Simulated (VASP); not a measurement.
The system is La3Hf.

```xyz
4
Lattice="5.0451 0.0000 0.0000 0.0000 5.0451 0.0000 0.0000 0.0000 5.0451" Properties=species:S:1:pos:R:3 pbc="T T T"
La    0.0000    2.5226    2.5226
La    2.5226    0.0000    2.5226
La    2.5226    2.5226    0.0000
Hf    0.0000    0.0000    0.0000
```

Base run:

```yaml
Program: VASP 6.6.1
Functional: PBE
Dispersion: D4
Potentials_or_basis: VASP PAW PBE potentials, release 64 (La, Hf_pv)
Cutoff: 520 eV
k_mesh: 6 × 6 × 6
Occupations: fermi-dirac, width 0.05 eV
Spin: no spin polarisation
```

Its results: pressure -1.3 GPa.

Question: The run is repeated on the same cell with these changes: k mesh from 6 × 6 × 6 to 3 × 3 × 3. What comes out?

Answer: Pressure -2.1 GPa.

Caveats: some runs use coarse meshes; pairwise dispersion overbinds metals, which lowers pressure and volume.
